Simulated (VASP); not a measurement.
# Ir (Fm-3m) in VASP: notebook, part 2 of 2

VASP 6.6.1. The steps go on from the part before.

### Step 4. Single point, PBE (volume scaled by 1.04)

Contents of INCAR:

```
ALGO = Normal
EDIFF = 1E-6
ENCUT = 520
GGA = PE
ISIF = 2
ISMEAR = -1
LASPH = T
LCHARG = F
LREAL = F
LWAVE = F
NBANDS = 10
NELM = 100
PREC = Accurate
SIGMA = 0.05
```

Contents of KPOINTS:

```
k-points
0
Gamma
  12 12 12
```

Contents of POSCAR:

```
Ir
1.0
    0.0000000000      1.9408081540      1.9408081540
    1.9408081540      0.0000000000      1.9408081540
    1.9408081540      1.9408081540      0.0000000000
Ir
1
Direct
    0.0000000000      0.0000000000      0.0000000000
```

Potentials or basis: VASP PAW PBE potentials, release 64 (Ir).

Run with:

```sh
$ cat potpaw_PBE.64/Ir/POTCAR > POTCAR
$ mpirun -np 1 vasp_std > vasp.out
```

OUTCAR:

```text
EDIFF = 1E-6
   ENCUT = 520
   GGA = PE
   ISIF = 2
   ISMEAR = -1
   LASPH = T
   LREAL = F
   NELM = 100
   PREC = Accurate

 ion  position               nearest neighbor table
   1  0.000  0.000  0.000-

  LATTYP: Found a face centered cubic cell.
 ALAT       =     3.8816163080

  Lattice vectors:

 A1 = (   0.0000000000,   1.9408081540,   1.9408081540)
 A2 = (   1.9408081540,   0.0000000000,   1.9408081540)
 A3 = (   1.9408081540,   1.9408081540,   0.0000000000)

Analysis of symmetry for initial positions (statically):
[... 5 lines left out ...]
 face centered cubic supercell.
[... 474 lines left out ...]
      3       6.8367      2.00000
      4       6.9970      2.00000
      5      10.2614      0.00070
      6      13.4883      0.00000
      7      16.7974      0.00000
      8      24.9962      0.00000
      9      27.1329      0.00000
     10      29.0496      0.00000

 [... further k-points ...]
[... 5 lines left out ...]
  --------------------------------------------------------------------------------------
  -------------------------------------------------------------------------------------
  Total       -0.2552113     -0.2552113     -0.2552113      0.0000000      0.0000000     -0.0000000
  in kB      -27.9661500    -27.9661500    -27.9661500      0.0000000      0.0000000     -0.0000000
  external PRESSURE =     -27.9661500 kB  Pullay stress =       0.0000000 kB

 VOLUME and BASIS-vectors are now :
 -----------------------------------------------------------------------------
  energy-cutoff  :      520.00
  volume of cell :       14.62
      direct lattice vectors                 reciprocal lattice vectors
     0.000000000  1.940808154  1.940808154    -0.257624639  0.257624639  0.257624639
     1.940808154  0.000000000  1.940808154     0.257624639 -0.257624639  0.257624639
     1.940808154  1.940808154  0.000000000     0.257624639  0.257624639 -0.257624639

 POSITION                                       TOTAL-FORCE (eV/Angst)
 -----------------------------------------------------------------------------------
      0.00000      0.00000      0.00000         0.000000      0.000000      0.000000
 -----------------------------------------------------------------------------------
    total drift:                                0.000000      0.000000      0.000000

  FREE ENERGIE OF THE ION-ELECTRON SYSTEM (eV)
  ---------------------------------------------------
  free  energy   TOTEN  =        -8.8687388561 eV

  energy  without entropy=       -8.8636707417  energy(sigma->0) =       -8.86620480
```

OSZICAR:

```text
N       E                     dE             d eps       ncg     rms          rms(c)
DAV:   1     0.469606067953E+02    0.46961E+02   -0.43462E+03  1448   0.813E+02
DAV:   2    -0.849783579285E+01   -0.55458E+02   -0.52438E+02  1482   0.193E+02
DAV:   3    -0.943522281520E+01   -0.93739E+00   -0.93550E+00  1686   0.303E+01
DAV:   4    -0.944306553657E+01   -0.78427E-02   -0.78416E-02  1598   0.264E+00
DAV:   5    -0.944322408389E+01   -0.15855E-03   -0.15855E-03  1652   0.360E-01    0.139E+01
DAV:   6    -0.895789121186E+01    0.48533E+00   -0.89024E-01  1622   0.115E+01    0.552E+00
DAV:   7    -0.887468483553E+01    0.83206E-01   -0.27023E-01  1694   0.582E+00    0.147E+00
DAV:   8    -0.887315040876E+01    0.15344E-02   -0.20510E-03  1534   0.447E-01    0.126E+00
DAV:   9    -0.886873591562E+01    0.44145E-02   -0.28126E-03  1624   0.740E-01    0.273E-02
DAV:  10    -0.886873665284E+01   -0.73722E-06   -0.21143E-05  2010   0.486E-02    0.323E-02
DAV:  11    -0.886873885184E+01   -0.21990E-05   -0.18792E-06  1514   0.152E-02    0.294E-03
DAV:  12    -0.886873885610E+01   -0.42586E-08   -0.18185E-08   784   0.128E-03
   1 F= -.88687389E+01 E0= -.88662048E+01  d E =-.506811E-02
```

It took 7.8 s on 1 thread of Intel Xeon Platinum 8259CL at 2.50GHz (Skylake/Cascade Lake), shared host; peak memory 0.13 GiB.

What came out:

| Quantity | Value |
| --- | --- |
| Free energy | -8.8687 eV |
| Pressure | -2.8 GPa |

Levels at points of the mesh, in eV from the Fermi level:
| k point | band 1 | band 2 | band 3 | band 4 | band 5 | band 6 | band 7 | band 8 |
| --- | --- | --- | --- | --- | --- | --- | --- | --- |
| (0.00, 0.00, 0.00) | -10.79 | -3.72 | -3.72 | -3.72 | -1.17 | -1.17 | 14.37 | 19.76 |
| (0.50, 0.00, 0.00) | -7.78 | -3.81 | -3.81 | -0.69 | 0.81 | 0.81 | 6.91 | 13.90 |
| (0.50, 0.50, 0.00) | -7.56 | -7.01 | 0.78 | 1.36 | 1.36 | 1.69 | 10.04 | 11.53 |

Caveat: the cell differs from its parent crystal (volume scaled by 1.04); spin-orbit coupling is left out, which moves the levels of the heavy elements.

### Step 5. Single point, RPBE

This run uses another cell than the first one, of 14.06 Å³/atom, 1.042 times its volume.

Contents of INCAR:

```
PREC = Accurate
ENCUT = 520
EDIFF = 1E-7
ISMEAR = -1
SIGMA = 0.05
LREAL = F
LASPH = T
NELM = 80
ALGO = Fast
ISIF = 2
LWAVE = F
LCHARG = F
GGA = RP
NBANDS = 10
```

Contents of KPOINTS:

```
regular mesh
0
Gamma
  12 12 12
```

Contents of POSCAR:

```
Ir
1.0
    0.0000000000      1.9156000000      1.9156000000
    1.9156000000      0.0000000000      1.9156000000
    1.9156000000      1.9156000000      0.0000000000
Ir
1
Direct
    0.0000000000      0.0000000000      0.0000000000
```

Run with:

```sh
$ cat potpaw_PBE.64/Ir/POTCAR > POTCAR
$ mpirun -np 1 vasp_std > vasp.out
```

Wall time 9.4 s (1 thread of AMD EPYC 9R14 (Zen 4), shared host); peak memory 0.1 GiB.

Results (log left out):

```yaml
Free_energy: -8.1800 eV
Pressure: 15.9 GPa
```

Levels at points of the mesh, in eV from the Fermi level:
```
           k point  band 2  band 3  band 4  band 5  band 6  band 7
(0.00, 0.00, 0.00)   -3.95   -3.95   -3.95   -1.25   -1.25   14.26
(0.50, 0.00, 0.00)   -4.06   -4.06   -0.80    0.87    0.87    7.32
(0.50, 0.50, 0.00)   -7.43    0.83    1.46    1.46    1.68   10.60
```

Caveat: the PAW data sets were made with another functional, which shifts forces and pressure a little; spin-orbit coupling is left out, which moves the levels of the heavy elements.

### Step 6. Summary

| level | cell | gap on the mesh (eV) | pressure (GPa) |
| --- | --- | --- | --- |
| PBE | a = 2.672 Å, angles 60.0°, 1 atom | none | 30.0 |
| PBE | a = 2.709 Å, angles 60.0°, 1 atom | none | 11.8 |
| PBE | a = 2.745 Å, angles 60.0°, 1 atom | none | -2.8 |
| RPBE | a = 2.709 Å, angles 60.0°, 1 atom | none | 15.9 |

Alike in all rows: task single point; potentials or basis VASP PAW PBE potentials, release 64 (Ir); no spin polarisation; k mesh 12 × 12 × 12; cutoff (eV) 520; smearing fermi-dirac 0.05 eV.

Caveats: spin-orbit coupling is left out, which moves the levels of the heavy elements; the PAW data sets were made with another functional, which shifts forces and pressure a little (some runs).

Total energies depend on the potentials used, so only differences within one code and one set of settings carry meaning.
